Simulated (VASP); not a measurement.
MgO:

```
Mg O
1.0
     3.20745    0.00000    0.00000
    -1.60373    2.77774    0.00000
     0.00000    0.00000    8.27411
Mg O
3 3
Direct
  0.66667 0.33333 0.00000
  0.33333 0.66667 0.24795
  0.33333 0.66667 0.75205
  0.00000 0.00000 0.86798
  0.00000 0.00000 0.13202
  0.33333 0.66667 0.50000
```

```yaml
Program: VASP 6.6.1
Task: relaxation of cell and atoms
Functional: PBE
Potentials_or_basis: VASP PAW PBE potentials, release 64 (Mg, O)
Cutoff: 600 eV
k_mesh: 6 × 6 × 2
Occupations: gaussian, width 0.1 eV
Spin: collinear spin, ferromagnetic start
Starting_moments: "[0.0, 0.0, 0.0, 1.0, 1.0, 1.0] μB"
```

At the start: pressure 4.0 GPa; volume 12.29 Å³/atom.

**Question.** How do energy, volume and symmetry change on relaxing?

**Answer.** Over 12 steps the energy falls by 412.3 meV/atom and the volume is 11.93 Å³/atom (-2.9 %); space group P-6m2 (No. 187, to 0.1 Å) before and after; moment 0.00 μB per cell.

The path:
```tsv
step	energy change (eV)	largest force (eV/Å)	pressure (GPa)	volume (Å³)
1	0.0000	4.5327	3.97	73.72
2	-1.9675	2.2708	-5.68	77.00
3	-2.2618	0.3278	-7.38	79.10
4	-2.2647	0.5490	-7.36	78.89
5	-2.3622	1.4187	2.61	71.88
6	-2.4047	0.5107	-1.51	74.18
7	-2.4616	0.3783	0.28	71.38
8	-2.4627	0.3795	0.04	71.71
9	-2.4725	0.0919	0.52	71.35
10	-2.4726	0.1220	0.59	71.30
11	-2.4733	0.0599	-0.27	71.70
12	-2.4737	0.0082	0.05	71.55
```

Final structure:
```xyz
6
Lattice="3.1057 0.0000 0.0000 -1.5529 2.6896 0.0000 0.0000 0.0000 8.5658" Properties=species:S:1:pos:R:3 pbc="T T T"
Mg    1.5529    0.8965    0.0000
Mg    0.0000    1.7931    2.5028
Mg    0.0000    1.7931    6.0630
O     0.0000    0.0000    7.2399
O     0.0000    0.0000    1.3258
O     0.0000    1.7931    4.2829
```

Caveat: the k points lie up to 0.39 Å⁻¹ apart in the final cell.
